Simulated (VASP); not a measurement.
Input of a VASP 6.6.1 run:

INCAR

```
ALGO     = Normal         # electronic algorithm
EDIFF    = 1E-6           # SCF threshold, eV
ENCUT    = 520            # plane-wave cutoff, eV
GGA      = CA             # functional
ISIF     = 2              # what is computed and relaxed
ISMEAR   = 0              # smearing method
LASPH    = T              # aspherical terms in the spheres
LCHARG   = F              # write CHGCAR
LREAL    = F              # projectors in reciprocal space
LWAVE    = F              # write WAVECAR
NBANDS   = 35             # bands
NELM     = 100            # most SCF steps
PREC     = Accurate       # precision mode
SIGMA    = 0.05           # smearing width, eV
```

KPOINTS

```
k-points
0
Gamma
  6 4 8
```

Contents of POSCAR:

```
Al2O3
1.0
    4.9599925692      0.0000000000      0.0000000000
    0.0000000000     10.3389708284      0.0000000000
    0.0000000000      0.0000000000      2.9745879034
Al O
4 6
Direct
    0.4138788494      0.3309999366      0.5000000000
    0.5861211506      0.6690000634      0.5000000000
    0.9138788494      0.1690000634      0.0000000000
    0.0861211506      0.8309999366      0.0000000000
    0.7315554251      0.2226862107      0.5000000000
    0.0000000000      0.0000000000      0.0000000000
    0.7684445749      0.7226862107      0.0000000000
    0.2315554251      0.2773137893      0.0000000000
    0.2684445749      0.7773137893      0.5000000000
    0.5000000000      0.5000000000      0.5000000000
```

Potentials or basis: VASP PAW LDA potentials, release 64 (Al, O).

The run is started by

```sh
$ cat potpaw_LDA.64/Al/POTCAR potpaw_LDA.64/O/POTCAR > POTCAR
$ mpirun -np 1 vasp_std > vasp.out
```

(1) What does it give for the band gap on the k mesh?

(2) Predict the pressure.

(3) Predict the largest force.

Results:

(1) 2.04 eV.

(2) -17.2 GPa.

(3) 1.386 eV/Å.

Caveat: the cell differs from its parent crystal (strain +0.080 along x and y, +0.000 along z); the cell stands under tension; forces of over 1 eV/Å act on the atoms, so gaps and moduli don't describe the material at rest.
